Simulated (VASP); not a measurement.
# Ge (Im-3m) in VASP: a series of runs

Ge is run at these levels: PBEsol; tasks: relaxation of cell and atoms, single point.

All numbers are computed with VASP 6.6.1; they aren't measurements. Logs are shortened: lines on timing, memory, paths and dates and some standing lists are left out, and cuts for length are marked.

## (1) The cell of the first run

It takes space group Im-3m (No. 229, cubic). Conventional cell: a = 3.376 Å, b = 3.376 Å, c = 3.376 Å, α = 90.00°, β = 90.00°, γ = 90.00°. Ge (site symmetry m-3m) has 14 Ge at 2.92 to 3.38 Å within 3.9 Å.

## (2) Relaxation of cell and atoms, PBEsol

The input, INCAR:

```
PREC     = Accurate       # precision mode
ENCUT    = 600            # plane-wave cutoff, eV
EDIFF    = 1E-6           # SCF threshold, eV
ISMEAR   = -1             # smearing method
SIGMA    = 0.1            # smearing width, eV
LREAL    = F              # projectors in reciprocal space
LASPH    = T              # aspherical terms in the spheres
NELM     = 60             # most SCF steps
ALGO     = Normal         # electronic algorithm
ISIF     = 3              # what is computed and relaxed
LWAVE    = F              # write WAVECAR
LCHARG   = F              # write CHGCAR
GGA      = PS             # functional
IBRION   = 2              # ionic algorithm
NSW      = 80             # ionic steps
EDIFFG   = -0.01          # ionic threshold
```

The input, KPOINTS:

```
Automatic mesh
0
Gamma
  13 13 13
```

The input, POSCAR:

```
Ge
1.0
   -1.6879910177      1.6879910177      1.6879910177
    1.6879910177     -1.6879910177      1.6879910177
    1.6879910177      1.6879910177     -1.6879910177
Ge
1
Direct
    0.0000000000      0.0000000000      0.0000000000
```

Potentials or basis: VASP PAW PBE potentials, release 64 (Ge_d).

Run with:

```
$ cat potpaw_PBE.64/Ge_d/POTCAR > POTCAR
$ mpirun -np 1 vasp_std > vasp.out
```

OUTCAR:

```text
PREC = Accurate
   ENCUT = 600
   EDIFF = 1E-6
   ISMEAR = -1
   LREAL = F
   LASPH = T
   NELM = 60
   ISIF = 3
   GGA = PS
   IBRION = 2
   NSW = 80
   EDIFFG = -0.01

 ion  position               nearest neighbor table
   1  0.000  0.000  0.000-

  LATTYP: Found a body centered cubic cell.
 ALAT       =     3.3759820354

  Lattice vectors:

 A1 = (  -1.6879910177,   1.6879910177,   1.6879910177)
 A2 = (   1.6879910177,  -1.6879910177,   1.6879910177)
 A3 = (   1.6879910177,   1.6879910177,  -1.6879910177)

Analysis of symmetry for initial positions (statically):
=====================================================================
 Subroutine PRICEL returns:
 Original cell was already a primitive cell.

 Routine SETGRP: Setting up the symmetry group for a
 body centered cubic supercell.

 Subroutine GETGRP returns: Found 48 space group operations
 (whereof 48 operations were pure point group operations)
 out of a pool of 48 trial point group operations.

The static configuration has the point symmetry O_h .

Analysis of symmetry for dynamics (positions and initial velocities):
=====================================================================
 Subroutine PRICEL returns:
 Original cell was already a primitive cell.

 Routine SETGRP: Setting up the symmetry group for a
 body centered cubic supercell.

 Subroutine GETGRP returns: Found 48 space group operations
 (whereof 48 operations were pure point group operations)
 out of a pool of 48 trial point group operations.

The dynamic configuration has the point symmetry O_h .

 Subroutine INISYM returns: Found 48 space group operations
 (whereof 48 operations are pure point group operations),
 and found     1 'primitive' translations

----------------------------------------------------------------------------------------

                                     Primitive cell

  volume of cell :      19.2385

  direct lattice vectors                    reciprocal lattice vectors
    -1.687991018  1.687991018  1.687991018     0.000000000  0.296210107  0.296210107
     1.687991018 -1.687991018  1.687991018     0.296210107  0.000000000  0.296210107
     1.687991018  1.687991018 -1.687991018     0.296210107  0.296210107  0.000000000

  length of vectors
     2.923686205  2.923686205  2.923686205     0.418904351  0.418904351  0.418904351

  position of ions in fractional coordinates (direct lattice)
     0.000000000  0.000000000  0.000000000

[... 94 lines left out ...]
     AMIX     =   0.40;   BMIX     =  1.00
     AMIX_MAG =   1.60;   BMIX_MAG =  1.00
  volume/ion in A,a.u.               =      19.24       129.83
  Fermi-wavevector in a.u.,A,eV,Ry     =   1.472518  2.782656 29.501652  2.168310
  Thomas-Fermi vector in A             =   2.587523
   LORBIT       =      0    0 simple, 1 ext, 2 COOP (PROOUT), +10 PAW based schemes
   GGA     = PS    functional components
   LHFCALC =     F    Hartree Fock is set to
   AEXX    =    0.0000 exact exchange contribution
   IVDW    =     0    specifies the selected vdW correction
   LEPSILON=     F    determine dielectric tensor
   LRPA    =     F    only Hartree local field effects (RPA)
 conjugate gradient relaxation of ions
 non-spin polarized calculation
  energy-cutoff  :      600.00
  volume of cell :       19.24
 maximum number of plane-waves:       658
   NGX = 11   NGY = 11   NGZ = 11

--------------------------------------- Ionic step        1  -------------------------------------------

 number of electron      13.9999995 magnetization

 Free energy of the ion-electron system (eV)
  ---------------------------------------------------
  ext. energy  EPLUGINS =         0.00000000
  ---------------------------------------------------
  free energy    TOTEN  =        -4.65305089 eV

  energy without entropy =       -4.63341442  energy(sigma->0) =       -4.64323265

------------------------ aborting loop because EDIFF is reached ----------------------------------------

  FORCE on cell =-STRESS in cart. coord.  units (eV):
  Direction    XX          YY          ZZ          XY          YZ          ZX
  --------------------------------------------------------------------------------------
  -------------------------------------------------------------------------------------
  Total       -0.3875958     -0.3875958     -0.3875958      0.0000000      0.0000000      0.0000000
  in kB      -32.2789423    -32.2789423    -32.2789423      0.0000000      0.0000000      0.0000000
  external PRESSURE =     -32.2789423 kB  Pullay stress =       0.0000000 kB
[... 57 lines left out ...]
--------------------------------------- Ionic step        3  -------------------------------------------

 number of electron      14.0000012 magnetization

 Free energy of the ion-electron system (eV)
  ---------------------------------------------------
  ext. energy  EPLUGINS =         0.00000000
  ---------------------------------------------------
  free energy    TOTEN  =        -4.66227180 eV

  energy without entropy =       -4.64236728  energy(sigma->0) =       -4.65231954

 E-fermi :   6.9370     XC(G=0): -11.5864

 val. band max:        6.9356002210   @ k =   0.2308   0.1538   0.0000
 cond. band min:       7.0106479852   @ k =  -0.3846  -0.4615   0.0769
 fundamental gap:      0.0750477642
 Fermi energy:         6.9369783899

 k-point     1 :       0.0000    0.0000    0.0000
  band No.  band energies     occupation
      1     -17.7136      2.00000
      2     -17.7136      2.00000
      3     -17.7136      2.00000
      4     -17.6190      2.00000
      5     -17.6190      2.00000
      6      -6.4526      2.00000
      7      16.4175      0.00000
      8      16.4175      0.00000
      9      16.4175      0.00000
     10      22.1501      0.00000
     11      22.1501      0.00000
[... 309 lines left out ...]
 k-point    24 :       0.2308    0.0769    0.0769
  band No.  band energies     occupation
      1     -17.7307      2.00000
      2     -17.7028      2.00000
      3     -17.6302      2.00000
      4     -17.6220      2.00000
      5     -17.6086      2.00000
      6      -3.5824      2.00000
      7       6.8659      1.34108
      8      10.6669      0.00000
      9      12.1336      0.00000
     10      19.9697      0.00000
     11      20.3133      0.00000

 [... further k-points ...]

------------------------ aborting loop because EDIFF is reached ----------------------------------------

  FORCE on cell =-STRESS in cart. coord.  units (eV):
  Direction    XX          YY          ZZ          XY          YZ          ZX
  --------------------------------------------------------------------------------------
  -------------------------------------------------------------------------------------
  Total        0.0035611      0.0035611      0.0035611      0.0000000      0.0000000      0.0000000
  in kB        0.3113478      0.3113478      0.3113478      0.0000000      0.0000000      0.0000000
  external PRESSURE =       0.3113478 kB  Pullay stress =       0.0000000 kB
[... 16 lines left out ...]
  FREE ENERGIE OF THE ION-ELECTRON SYSTEM (eV)
  ---------------------------------------------------
  free  energy   TOTEN  =        -4.6622717964 eV

  energy  without entropy=       -4.6423672781  energy(sigma->0) =       -4.65231954

 reached required accuracy - stopping structural energy minimisation
```

Run time: 32 s. Hardware: 1 thread of Intel Xeon 8259CL, shared host; peak memory 0.15 GiB.

Results:

```
Free energy                            : -4.6623 eV
Relaxed volume                         : 18.33 Å³/atom
Relaxed cell                           : a = 2.877 Å, b = 2.877 Å, c = 2.877 Å, α = 109.47°, β = 109.47°, γ = 109.47°
Space group after relaxing (to 0.05 Å) : Im-3m (No. 229)
Energy gained by relaxing              : 9.2 meV/atom
Ionic steps                            : 3
Pressure after relaxing                : 0.0 GPa
Band gap on the k mesh                 : zero (band 7 reaches 16.42 eV, above the bottom of band 8 at 3.95 eV)
```

Step by step:
| step | energy change (eV) | largest force (eV/Å) | pressure (GPa) | volume (Å³) |
| --- | --- | --- | --- | --- |
| 1 | 0.0000 | 0.0000 | -3.23 | 19.24 |
| 2 | -0.0089 | 0.0000 | 0.51 | 18.18 |
| 3 | -0.0092 | 0.0000 | 0.03 | 18.33 |

Final structure:
```yaml
crystal:
  lattice:
    - [-1.66085, 1.66085, 1.66085]
    - [1.66085, -1.66085, 1.66085]
    - [1.66085, 1.66085, -1.66085]
  atoms:
    - { symbol: Ge, position: [0.00000, 0.00000, 0.00000] }
```

Caveat: the PAW data sets were made with another functional, which shifts forces and pressure a little.

## (3) Single point, PBEsol

This run uses another cell than the first one, of 18.32 Å³/atom, 0.952 times its volume.

The input, INCAR:

```
  ALGO = Normal
  EDIFF = 1E-6
  ENCUT = 520
  GGA = PS
  ISIF = 2
  ISMEAR = -1
  LASPH = T
  LCHARG = F
  LREAL = F
  LWAVE = F
  NBANDS = 13
  NELM = 60
  PREC = Accurate
  SIGMA = 0.1
```

The input, KPOINTS:

```
k-points
0
Gamma
  22 22 22
```

The input, POSCAR:

```
Ge
1.0
   -1.6607796409      1.6607796409      1.6607796409
    1.6607796409     -1.6607796409      1.6607796409
    1.6607796409      1.6607796409     -1.6607796409
Ge
1
Direct
    0.0000000000      0.0000000000      0.0000000000
```

Potentials or basis: VASP PAW PBE potentials, release 64 (Ge_d).

Run with:

```
$ cat potpaw_PBE.64/Ge_d/POTCAR > POTCAR
$ mpirun -np 1 vasp_std > vasp.out
```

It took 54 s on 1 thread of Intel Xeon 8259CL, shared host; peak memory 0.2 GiB.

The run converged. Its results:

```yaml
Free_energy: -4.6642 eV
Pressure: -0.4 GPa
Band_gap_on_the_k_mesh: zero (band 7 reaches 16.42 eV, above the bottom of band 8 at 3.87 eV)
```

Levels at points of the mesh, in eV from the Fermi level:
```
           k point  band 5  band 6  band 7  band 8  band 9  band 10
(0.00, 0.00, 0.00)  -24.57  -13.40    9.47    9.47    9.47    15.20
(0.50, 0.00, 0.00)  -24.52   -7.50   -5.49    4.50    6.88     9.68
(0.50, 0.50, 0.50)  -24.53   -2.41   -0.48   -0.48   -0.48     4.35
```

Caveat: the PAW data sets were made with another functional, which shifts forces and pressure a little.
